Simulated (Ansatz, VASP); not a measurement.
# InSb: VASP beside Ansatz

```xyz
2
Lattice="0.0000 3.2506 3.2506 3.2506 0.0000 3.2506 3.2506 3.2506 0.0000" Properties=species:S:1:pos:R:3 pbc="T T T"
In    0.0000    0.0000    0.0000
Sb    1.6253    1.6253    1.6253
```

Change from the starting cell: volume scaled by 0.94, LAPW.

Alike in both runs: task single point; functional PBE; k mesh 11 × 11 × 11; occupations fermi-dirac, width 0.1 eV; no spin polarisation.

```csv
,VASP,Ansatz
version,VASP 6.6.1,Ansatz 0.2.0
potentials or method,"VASP PAW PBE potentials, release 64 (In_d, Sb), cutoff 520 eV","all-electron LAPW, scalar-relativistic"
```

|  | VASP | Ansatz | Ansatz less VASP |
| --- | --- | --- | --- |
| pressure (GPa) | 2.6 | 2.6 | +0.03 |

Ansatz ran all-electron here, and VASP with PAW potentials.

Neither program's run includes spin-orbit coupling.
